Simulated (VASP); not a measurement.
Crystal: ZrC.

```
Zr C
1.0
     3.21888    0.00000    0.00038
     0.00000    3.21888    0.00038
     1.60973    1.60973    2.36084
Zr C
1 1
Direct
  0.00000 0.00000 0.00000
  0.50000 0.50000 0.00000
```

Base run:

| Property | Result |
| --- | --- |
| Program | VASP 6.6.1 |
| Functional | PBEsol |
| Potentials or basis | VASP PAW PBE potentials, release 64 (Zr_sv, C) |
| Cutoff | 520 eV |
| k mesh | 11 × 11 × 14 |
| Occupations | gaussian, width 0.1 eV |
| Spin | no spin polarisation |
| Hubbard terms | Zr d U = 6.0 eV |

Its results: band gap on the k mesh zero (band 8 reaches 11.74 eV, above the bottom of band 9 at 10.45 eV); pressure 32.1 GPa.

Task: The run is repeated on the same cell with these changes: hubbard terms from Zr d U = 6.0 eV to none; further incar settings from ALGO = Normal; EDIFF = 1e-07; NBANDS = 15 to ALGO = Normal; EDIFF = 1e-06; NBANDS = 15. What comes out?

Result: Band gap on the k mesh zero (band 8 reaches 11.24 eV, above the bottom of band 9 at 9.81 eV); pressure 11.2 GPa.

Caveats: the PAW data sets were made with another functional, which shifts forces and pressure a little; U without spin polarisation on a metal has little footing (some runs); the U is typed as a test and isn't derived for this compound (some runs).
